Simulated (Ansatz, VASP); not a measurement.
# Ta3Ti: VASP beside Ansatz

The input INCAR:

```
SYSTEM = Ta3Ti
PREC = Accurate
ENCUT = 520
EDIFF = 1E-7
ISMEAR = 0
SIGMA = 0.1
LREAL = .FALSE.
LASPH = .TRUE.
NELM = 100
ALGO = Normal
ISIF = 2
LWAVE = .FALSE.
LCHARG = .TRUE.
GGA = PE
LELF = .TRUE.
LVHAR = .TRUE.
NBANDS = 30
```

Contents of KPOINTS:

```
regular mesh
0
G
  6 6 6
  0 0 0
```

POSCAR

```
Ta3Ti
1.0
   -1.9360283801      1.9360283801      4.3246348230
    1.9360283801     -1.9360283801      4.3246348230
    1.9360283801      1.9360283801     -4.3246348230
Ti Ta
1 3
Direct
    0.0000000000      0.0000000000      0.0000000000
    0.5000000000      0.5000000000      0.0000000000
    0.2500000000      0.7500000000      0.5000000000
    0.7500000000      0.2500000000      0.5000000000
```

Input for Ansatz:

```yaml
crystal:
  lattice:
    - [-1.9360283801, 1.9360283801, 4.324634823]
    - [1.9360283801, -1.9360283801, 4.324634823]
    - [1.9360283801, 1.9360283801, -4.324634823]
  atoms:
    - { symbol: Ti, position: [0.0, 0.0, 0.0] }
    - { symbol: Ta, position: [0.5, 0.5, 0.0] }
    - { symbol: Ta, position: [0.25, 0.75, 0.5] }
    - { symbol: Ta, position: [0.75, 0.25, 0.5] }
basis:
  ecutwfc: 420
kpoints:
  mp_grid: { grid: [6, 6, 6] }
hamiltonian:
  xc: pbe
scf:
  occupations: { method: gaussian, width: 0.1 }
  lower_state_search: "off"
output:
  forces: true
  stress: true
  eigenvalues: true
```

Alike in both runs: task single point; functional PBE; k mesh 6 × 6 × 6; occupations gaussian, width 0.1 eV; no spin polarisation.

|  | VASP | Ansatz |
| --- | --- | --- |
| version | VASP 6.6.1 | Ansatz 0.2.0 |
| potentials or method | VASP PAW PBE potentials, release 64 (Ti_sv, Ta_pv), cutoff 520 eV | scalar-relativistic, plane waves, PAW |
| valence electrons in the cell | 45 | 51 |

|  | VASP | Ansatz | Ansatz less VASP |
| --- | --- | --- | --- |
| gap on the k mesh at the Fermi level (eV) | none | none | - |
| pressure (GPa) | 24.8 | 24.7 | -0.08 |
| traceless stress, the component that is largest in VASP (GPa) | 6.02 | 6.09 | +0.065 |

A gap of «none» marks a metal or a gap that the smearing closes. VASP's potentials hold 45 valence electrons a cell and Ansatz's 51, so a difference there can come from the potentials and not from the codes.

The k mesh is coarse, so the values compare programs but aren't converged. Spin-orbit coupling is off throughout.
